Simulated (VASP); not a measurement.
# Si (Fd-3m) in VASP: further runs

The runs below take Si through single point, with r2SCAN.

Program: VASP 6.6.1. These are calculated values, not measurements. Logs are shortened: lines on timing, memory, paths and dates and some standing lists are left out, and cuts for length are marked.

## (1) The cell of the first run

It takes space group Fd-3m (No. 227, cubic). The conventional cell has a = 5.444 Å, b = 5.444 Å, c = 5.444 Å, α = 90.00°, β = 90.00°, γ = 90.00°. Si (site symmetry -43m) has 4 Si at 2.36 Å within 3.1 Å.

## (2) Single point, r2SCAN

POSCAR

```
Si
1.0
    0.0000000000      2.7221188962      2.7221188962
    2.7221188962      0.0000000000      2.7221188962
    2.7221188962      2.7221188962      0.0000000000
Si
2
Direct
    0.0000000000      0.0000000000      0.0000000000
    0.2500000000      0.2500000000      0.2500000000
```

INCAR.step1

```
SYSTEM = Si
PREC     = Accurate       ! precision mode
ENCUT    = 520            ! plane-wave cutoff, eV
ISMEAR   = 0              ! smearing method
SIGMA    = 0.01           ! smearing width, eV
LREAL    = .FALSE.        ! projectors in reciprocal space
LASPH    = .TRUE.         ! aspherical terms in the spheres
NELM     = 80             ! most SCF steps
NBANDS   = 11             ! bands
GGA      = PE             ! functional
ALGO     = Normal         ! electronic algorithm
EDIFF    = 1E-4           ! SCF threshold, eV
LWAVE    = .TRUE.         ! write WAVECAR
LCHARG   = .FALSE.        ! write CHGCAR
```

INCAR.step2

```
SYSTEM = Si
PREC     = Accurate       ! precision mode
ENCUT    = 520            ! plane-wave cutoff, eV
EDIFF    = 1E-6           ! SCF threshold, eV
ISMEAR   = 0              ! smearing method
SIGMA    = 0.01           ! smearing width, eV
LREAL    = .FALSE.        ! projectors in reciprocal space
LASPH    = .TRUE.         ! aspherical terms in the spheres
NELM     = 80             ! most SCF steps
ALGO     = Normal         ! electronic algorithm
ISIF     = 2              ! what is computed and relaxed
LWAVE    = .FALSE.        ! write WAVECAR
LCHARG   = .TRUE.         ! write CHGCAR
METAGGA  = R2SCAN         ! meta-GGA
LMIXTAU  = .TRUE.       
LELF     = .TRUE.         ! ELF
LVHAR    = .TRUE.       
NBANDS   = 11             ! bands
ISTART   = 1
```

KPOINTS

```
regular mesh
0
G
  2 2 2
  0 0 0
```

Potentials or basis: VASP PAW PBE potentials, release 64 (Si).

Started as:

```bash
cat potpaw_PBE.64/Si/POTCAR > POTCAR
cp INCAR.step1 INCAR
mpirun -np 1 vasp_std > vasp.out
cp INCAR.step2 INCAR
mpirun -np 1 vasp_std > vasp.out
```

OUTCAR:

```text
SYSTEM = Si
   PREC = Accurate
   ENCUT = 520
   EDIFF = 1E-6
   ISMEAR = 0
   LREAL = .FALSE.
   LASPH = .TRUE.
   NELM = 80
   ISIF = 2
   METAGGA = R2SCAN
   ISTART = 1

 ion  position               nearest neighbor table
   1  0.000  0.000  0.000-   2 2.36   2 2.36   2 2.36   2 2.36
   2  0.250  0.250  0.250-   1 2.36   1 2.36   1 2.36   1 2.36

  LATTYP: Found a face centered cubic cell.
 ALAT       =     5.4442377924

  Lattice vectors:

 A1 = (   0.0000000000,   2.7221188962,   2.7221188962)
 A2 = (   2.7221188962,   0.0000000000,   2.7221188962)
 A3 = (   2.7221188962,   2.7221188962,   0.0000000000)

Analysis of symmetry for initial positions (statically):
=====================================================================
 Subroutine PRICEL returns:
 Original cell was already a primitive cell.

 Routine SETGRP: Setting up the symmetry group for a
 face centered cubic supercell.

 Subroutine GETGRP returns: Found 48 space group operations
 (whereof 24 operations were pure point group operations)
 out of a pool of 48 trial point group operations.

The static configuration has the point symmetry T_d .
 The point group associated with its full space group is O_h .

Analysis of symmetry for dynamics (positions and initial velocities):
=====================================================================
 Subroutine PRICEL returns:
 Original cell was already a primitive cell.

 Routine SETGRP: Setting up the symmetry group for a
 face centered cubic supercell.

 Subroutine GETGRP returns: Found 48 space group operations
 (whereof 24 operations were pure point group operations)
 out of a pool of 48 trial point group operations.

The dynamic configuration has the point symmetry T_d .
 The point group associated with its full space group is O_h .

 Subroutine INISYM returns: Found 48 space group operations
 (whereof 24 operations are pure point group operations),
 and found     1 'primitive' translations

----------------------------------------------------------------------------------------

                                     Primitive cell

  volume of cell :      40.3414

  direct lattice vectors                    reciprocal lattice vectors
     0.000000000  2.722118896  2.722118896    -0.183680441  0.183680441  0.183680441
     2.722118896  0.000000000  2.722118896     0.183680441 -0.183680441  0.183680441
     2.722118896  2.722118896  0.000000000     0.183680441  0.183680441 -0.183680441

  length of vectors
     3.849657461  3.849657461  3.849657461     0.318143857  0.318143857  0.318143857

  position of ions in fractional coordinates (direct lattice)
     0.000000000  0.000000000  0.000000000
     0.250000000  0.250000000  0.250000000

  ion indices of the primitive-cell ions
   primitive index   ion index
                 1           1
                 2           2

----------------------------------------------------------------------------------------

 KPOINTS: regular mesh

Automatic generation of k-mesh.
 Grid dimensions read from file:
 generate k-points for:    2    2    2

 Generating k-lattice:

  Cartesian coordinates                     Fractional coordinates (reciprocal lattice)
    -0.091840221  0.091840221  0.091840221     0.500000000  0.000000000  0.000000000
     0.091840221 -0.091840221  0.091840221     0.000000000  0.500000000  0.000000000
     0.091840221  0.091840221 -0.091840221     0.000000000  0.000000000  0.500000000

  Length of vectors
     0.159071928  0.159071928  0.159071928

  Shift w.r.t. Gamma in fractional coordinates (k-lattice)
     0.000000000  0.000000000  0.000000000

 Subroutine IBZKPT returns following result:
 ===========================================

 Found      3 irreducible k-points:

 Following reciprocal coordinates:
            Coordinates               Weight
  0.000000  0.000000  0.000000      1.000000
  0.500000  0.000000  0.000000      4.000000
  0.500000  0.500000  0.000000      3.000000
   k-points           NKPTS =      3   k-points in BZ     NKDIM =      3   number of bands    NBANDS=     11
   number of dos      NEDOS =    301   number of ions     NIONS =      2
   total plane-waves  NPLWV =  27000
   dimension x,y,z NGX =    30 NGY =   30 NGZ =   30
   dimension x,y,z NGXF=    60 NGYF=   60 NGZF=   60
   ions per type =               2
   NGX,Y,Z   is equivalent  to a cutoff of  12.96, 12.96, 12.96 a.u.
   NGXF,Y,Z  is equivalent  to a cutoff of  25.91, 25.91, 25.91 a.u.
 SYSTEM =  Si
   PREC   = accura    normal or accurate (medium, high low for compatibility)
   ISTART =      1    job   : 0-new  1-cont  2-samecut
   ICHARG =      0    charge: 1-file 2-atom 10-const
   ISPIN  =      1    spin polarized calculation?
   LNONCOLLINEAR =      F non collinear calculations
   LSORBIT =      F    spin-orbit coupling
   LASPH  =      T    aspherical Exc in radial PAW
   ENCUT  =  520.0 eV  38.22 Ry    6.18 a.u.   7.16  7.16  7.16*2*pi/ulx,y,z
   NELM   =     80;   NELMIN=  2; NELMDL=  0     # of ELM steps
   EDIFF  = 0.1E-05   stopping-criterion for ELM
   LREAL  =      F    real-space projection
   EDIFFG = 0.1E-04   stopping-criterion for IOM
   NSW    =      0    number of steps for IOM
   IBRION =     -1    ionic relax: 0-MD 1-quasi-New 2-CG
   NFREE  =      0    steps in history (QN), initial steepest desc. (CG)
   ISIF   =      2    stress and relaxation
   ISYM   =      2    0-nonsym 1-usesym 2-fastsym
   POTIM  = 0.5000    time-step for ionic-motion
   TEBEG  =    0.0;   TEEND  =   0.0 temperature during run
   PSTRESS=    0.0 pullay stress
   NELECT =       8.0000    total number of electrons
   NUPDOWN=      -1.0000    fix difference up-down
   EMIN   =  10.00;   EMAX   =-10.00  energy-range for DOS
   EFERMI =   0.00;   METHOD = LEGACY
   ISMEAR =     0;   SIGMA  =   0.01  broadening in eV -4-tet -1-fermi 0-gaus
   EFERMI_NEDOS =   21; number of points for ismear=-14 and -15
   IALGO  =     38    algorithm
   IMIX   =      4    mixing-type and parameters
     AMIX     =   0.40;   BMIX     =  1.00
     AMIX_MAG =   1.60;   BMIX_MAG =  1.00
  volume/ion in A,a.u.               =      20.17       136.12
  Fermi-wavevector in a.u.,A,eV,Ry     =   0.954672  1.804069 12.400344  0.911400
  Thomas-Fermi vector in A             =   2.083440
   LORBIT       =      0    0 simple, 1 ext, 2 COOP (PROOUT), +10 PAW based schemes
   METAGGA = R2SCAN    functional components
   LHFCALC =     F    Hartree Fock is set to
   AEXX    =    0.0000 exact exchange contribution
   IVDW    =     0    specifies the selected vdW correction
   LEPSILON=     F    determine dielectric tensor
   LRPA    =     F    only Hartree local field effects (RPA)
 non-spin polarized calculation
 Gauss-broadening in eV      SIGMA  =   0.01
  energy-cutoff  :      520.00
  volume of cell :       40.34
 maximum number of plane-waves:      1106
 NGX is ok and might be reduce to    30
   NGX = 15   NGY = 15   NGZ = 15

 number of electron       8.0000001 magnetization

 Free energy of the ion-electron system (eV)
  ---------------------------------------------------
  ext. energy  EPLUGINS =         0.00000000
  ---------------------------------------------------
  free energy    TOTEN  =       -14.99688018 eV

  energy without entropy =      -14.99688018  energy(sigma->0) =      -14.99688018

 E-fermi :   5.9837     XC(G=0):  -9.6599

 val. band max:        5.9253834298   @ k =   0.0000   0.0000   0.0000
 cond. band min:       6.7364529676   @ k =   0.5000   0.5000   0.0000
 fundamental gap:      0.8110695378
 Fermi energy:         5.9836913093

 k-point     1 :       0.0000    0.0000    0.0000
  band No.  band energies     occupation
      1      -6.5443      2.00000
      2       5.9254      2.00000
      3       5.9254      2.00000
      4       5.9254      2.00000
      5       8.6281      0.00000
      6       8.6281      0.00000
      7       8.6281      0.00000
      8       9.8873      0.00000
      9      13.9047      0.00000
     10      13.9047      0.00000
     11      14.3295      0.00000

 k-point     2 :       0.5000    0.0000    0.0000
  band No.  band energies     occupation
      1      -4.0965      2.00000
      2      -1.3347      2.00000
      3       4.6520      2.00000
      4       4.6520      2.00000
      5       7.7524      0.00000
      6       9.4214      0.00000
      7       9.4214      0.00000
      8      14.0156      0.00000
      9      16.9828      0.00000
     10      16.9828      0.00000
     11      17.8577      0.00000

 k-point     3 :       0.5000    0.5000    0.0000
  band No.  band energies     occupation
      1      -2.1945      2.00000
      2      -2.1945      2.00000
      3       2.9062      2.00000
      4       2.9062      2.00000
      5       6.7365      0.00000
      6       6.7365      0.00000
      7      16.7441      0.00000
      8      16.7441      0.00000
      9      17.4664      0.00000
     10      17.4664      0.00000
     11      18.9796      0.00000

------------------------ aborting loop because EDIFF is reached ----------------------------------------

  FORCE on cell =-STRESS in cart. coord.  units (eV):
  Direction    XX          YY          ZZ          XY          YZ          ZX
  --------------------------------------------------------------------------------------
  -------------------------------------------------------------------------------------
  Total        1.8658533      1.8658533      1.8658533      0.0000000     -0.0000000     -0.0000000
  in kB       74.1031760     74.1031760     74.1031760      0.0000000     -0.0000000     -0.0000000
  external PRESSURE =      74.1031760 kB  Pullay stress =       0.0000000 kB

 VOLUME and BASIS-vectors are now :
 -----------------------------------------------------------------------------
  energy-cutoff  :      520.00
  volume of cell :       40.34
      direct lattice vectors                 reciprocal lattice vectors
     0.000000000  2.722118896  2.722118896    -0.183680441  0.183680441  0.183680441
     2.722118896  0.000000000  2.722118896     0.183680441 -0.183680441  0.183680441
     2.722118896  2.722118896  0.000000000     0.183680441  0.183680441 -0.183680441

 POSITION                                       TOTAL-FORCE (eV/Angst)
 -----------------------------------------------------------------------------------
      0.00000      0.00000      0.00000        -0.000000     -0.000000     -0.000000
      1.36106      1.36106      1.36106         0.000000      0.000000      0.000000
 -----------------------------------------------------------------------------------
    total drift:                               -0.000000     -0.000000     -0.000000

  FREE ENERGIE OF THE ION-ELECTRON SYSTEM (eV)
  ---------------------------------------------------
  free  energy   TOTEN  =       -14.9968801767 eV

  energy  without entropy=      -14.9968801767  energy(sigma->0) =      -14.99688018
```

It took 9.5 s on 1 thread of AMD EPYC 7R13 (Zen 3), shared host; peak memory 0.13 GiB.

Results:

- Free energy: -14.9969 eV
- Pressure: 7.4 GPa
- Band gap on the k mesh: 0.81 eV (least direct gap 2.70 eV)

Levels at points of the mesh, in eV from the valence-band top:
| k point | band 2 | band 3 | band 4 | band 5 | band 6 | band 7 |
| --- | --- | --- | --- | --- | --- | --- |
| (0.00, 0.00, 0.00) | 0.00 | 0.00 | 0.00 | 2.70 | 2.70 | 2.70 |
| (0.50, 0.00, 0.00) | -7.26 | -1.27 | -1.27 | 1.83 | 3.50 | 3.50 |
| (0.50, 0.50, 0.00) | -8.12 | -3.02 | -3.02 | 0.81 | 0.81 | 10.82 |

Caveat: the k points lie up to 1.00 Å⁻¹ apart; the PAW data sets were made with another functional, which shifts forces and pressure a little. A k mesh can miss the band edges.

(Continued in part 2 of 2.)
